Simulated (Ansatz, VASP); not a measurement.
## Two plane-wave programs on Cs

```
Cs
1.0
    -2.92798    2.92798    3.22078
     2.92798   -2.92798    3.22078
     2.92798    2.92798   -3.22078
Cs
1
Direct
  0.00000 0.00000 0.00000
```

Alike in both runs: task single point; functional PBE; k mesh 12 × 12 × 12; occupations gaussian, width 0.15 eV; no spin polarisation.

```csv
,VASP,Ansatz
version,VASP 6.6.1,Ansatz 0.2.0
potentials or method,"VASP PAW PBE potentials, release 64 (Cs_sv), cutoff 520 eV","scalar-relativistic, plane waves, PAW"
valence electrons in the cell,9,9
```

|  | VASP | Ansatz | Ansatz less VASP |
| --- | --- | --- | --- |
| gap on the k mesh at the Fermi level (eV) | none | none | - |
| pressure (GPa) | 0.1 | 0.1 | +0.01 |

A gap of «none» marks a metal or a gap that the smearing closes. The functional is the same, so the differences come from potentials, cutoffs and numerics.

Spin-orbit coupling is off throughout.
